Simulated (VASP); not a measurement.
**CdS (rocksalt type): single point with PBE**

Crystal: CdS (rocksalt type).

```xyz
2
Lattice="0.0000 2.3513 2.3513 2.3513 0.0000 2.3513 2.3513 2.3513 0.0000" Properties=species:S:1:pos:R:3 pbc="T T T"
Cd    0.0000    0.0000    0.0000
S     2.3513    2.3513    2.3513
```

```
Program             : VASP 6.6.1
Task                : single point
Functional          : PBE
Potentials or basis : VASP PAW PBE potentials, release 64 (Cd, S)
Cutoff              : 520 eV
k mesh              : 15 × 15 × 15
Occupations         : fermi-dirac, width 0.08 eV
Spin                : no spin polarisation
```

```yaml
Pressure: 103.4 GPa
Band_gap_on_the_k_mesh: zero (band 9 reaches 9.01 eV, above the bottom of band 10 at 8.88 eV)
```

Levels at points of the mesh, in eV from the Fermi level:
| k point | band 5 | band 6 | band 7 | band 8 | band 9 | band 10 | band 11 | band 12 | band 13 | band 14 |
| --- | --- | --- | --- | --- | --- | --- | --- | --- | --- | --- |
| (0.00, 0.00, 0.00) | -10.03 | -10.03 | -2.40 | -2.40 | -2.40 | 3.48 | 8.82 | 8.82 | 8.82 | 10.06 |

Run time: 23 s on 1 thread of Intel(R) Xeon(R) 6975P-C (Granite Rapids) (shared host), peak memory 0.19 GiB.
